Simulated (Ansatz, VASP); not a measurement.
**Se: VASP beside Ansatz**

Contents of INCAR:

```
ALGO     = Normal         # electronic algorithm
EDIFF    = 1E-6           # SCF threshold, eV
ENCUT    = 520            # plane-wave cutoff, eV
GGA      = PE             # functional
ISIF     = 2              # what is computed and relaxed
ISMEAR   = 0              # smearing method
LASPH    = True           # aspherical terms in the spheres
LCHARG   = False          # write CHGCAR
LREAL    = False          # projectors in reciprocal space
LWAVE    = False          # write WAVECAR
NBANDS   = 13             # bands
NELM     = 80             # most SCF steps
PREC     = Accurate       # precision mode
SIGMA    = 0.1            # smearing width, eV
```

KPOINTS

```
k-points
0
Gamma
  6 6 6
```

POSCAR

```
Se
1.0
   -2.9168893579      2.9168893579      1.5912169889
    2.9168893579     -2.9168893579      1.5912169889
    2.9168893579      2.9168893579     -1.5912169889
Se
2
Direct
    0.0000000000      0.0000000000      0.0000000000
    0.7500000000      0.2500000000      0.5000000000
```

Input for Ansatz:

```yaml
crystal:
  lattice:
    - [-2.9168893579, 2.9168893579, 1.5912169889]
    - [2.9168893579, -2.9168893579, 1.5912169889]
    - [2.9168893579, 2.9168893579, -1.5912169889]
  atoms:
    - { symbol: Se, position: [0.0, 0.0, 0.0] }
    - { symbol: Se, position: [0.75, 0.25, 0.5] }
basis:
  ecutwfc: 420
kpoints:
  mp_grid: { grid: [6, 6, 6] }
hamiltonian:
  xc: pbe
scf:
  occupations: { method: gaussian, width: 0.1 }
  lower_state_search: "off"
output:
  forces: true
  stress: true
  eigenvalues: true
```

Alike in both runs: task single point; functional PBE; k mesh 6 × 6 × 6; occupations gaussian, width 0.1 eV; no spin polarisation.

```csv
,VASP,Ansatz
version,VASP 6.6.1,Ansatz 0.2.0
potentials or method,"VASP PAW PBE potentials, release 64 (Se), cutoff 520 eV","scalar-relativistic, plane waves, PAW"
valence electrons in the cell,12,32
```

```csv
,VASP,Ansatz,Ansatz less VASP
gap on the k mesh at the Fermi level (eV),none,none,-
pressure (GPa),-8.1,-8.1,0.00
"traceless stress, the component that is largest in VASP (GPa)",2.45,2.45,-0.007
```

A gap of «none» marks a metal or a gap that the smearing closes. The functional is the same, so the differences come from potentials, cutoffs and numerics. VASP's potentials hold 12 valence electrons a cell and Ansatz's 32, so a difference there can come from the potentials and not from the codes.

The k mesh is coarse, so the values compare programs but aren't converged.
